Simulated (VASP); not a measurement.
Runs of VASP 6.6.1 on AlN. The structure is that of space group Fm-3m (No. 225), or close to it. The cells are those of the table. 

| cell | gap on the mesh (eV) | pressure (GPa) |
| --- | --- | --- |
| a = 2.705 Å, angles 62.7°, 2 atoms | 4.09 | (a) |
| a = 3.015 Å, angles 57.4°, 2 atoms | 3.22 | -16.4 |
| a = 3.055 Å, angles 58.7°, 2 atoms | 2.94 | -27.7 |
| a = 2.887 Å, angles 61.3°, 2 atoms | 3.72 | -9.2 |
| a = 2.953 Å, angles 60.0°, 2 atoms | 3.71 | (b) |
| a = 2.977 Å, angles 57.4°, 2 atoms | 3.50 | -8.9 |
| a = 2.758 Å, angles 60.0°, 2 atoms | 5.10 | 41.3 |
| a = 2.663 Å, angles 62.7°, 2 atoms | 4.10 | 62.1 |

Alike in all rows: task single point; level PBE; potentials or basis VASP PAW PBE potentials, release 64 (Al, N); no spin polarisation; k mesh 10 × 10 × 10; cutoff (eV) 520; smearing gaussian 0.05 eV.

Task: Estimate the missing entries.

Result: (a) 41.6; (b) -16.7.

A k mesh can miss the band edges.
